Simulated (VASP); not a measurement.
Wanted: the native input for a VASP 6.6.1 run.

```yaml
Task: single point
Functional: PBE
Potentials_or_basis: VASP PAW PBE potentials, release 64 (Cs_sv, H)
Cutoff: 520 eV
k_mesh: 6 × 6 × 4
Occupations: gaussian, width 0.1 eV
Spin: no spin polarisation
Dipole_correction: no
Further_INCAR_settings: ALGO = Normal; EDIFF = 1e-06; NBANDS = 16
```

The structure of Cs2H lies in POSCAR:

```
Cs2H
1.0
    6.4342100018      0.0000000000      0.0000000000
   -3.2171050009      5.5721893148      0.0000000000
    0.0000000000      0.0000000000      5.3813027855
Cs H
2 1
Direct
    0.3333333333      0.6666666667      0.5000000000
    0.6666666667      0.3333333333      0.5000000000
    0.0000000000      0.0000000000      0.5000000000
```

These files were run (other wordings do the same):

INCAR

```
ALGO = Normal
EDIFF = 1E-6
ENCUT = 520
GGA = PE
ISIF = 2
ISMEAR = 0
LASPH = T
LCHARG = F
LREAL = F
LWAVE = F
NBANDS = 16
NELM = 100
PREC = Accurate
SIGMA = 0.1
```

KPOINTS

```
k-points
0
Gamma
  6 6 4
```

Potentials or basis: VASP PAW PBE potentials, release 64 (Cs_sv, H).

The run is started by

```sh
$ cat potpaw_PBE.64/Cs_sv/POTCAR potpaw_PBE.64/H/POTCAR > POTCAR
$ mpirun -np 1 vasp_std > vasp.out
```

Results of the run:

The pressure is 0.0 GPa.

Wall time 28 s on 1 thread of Intel(R) Xeon(R) 6975P-C (Granite Rapids), on a shared host, peak memory 0.3 GiB.
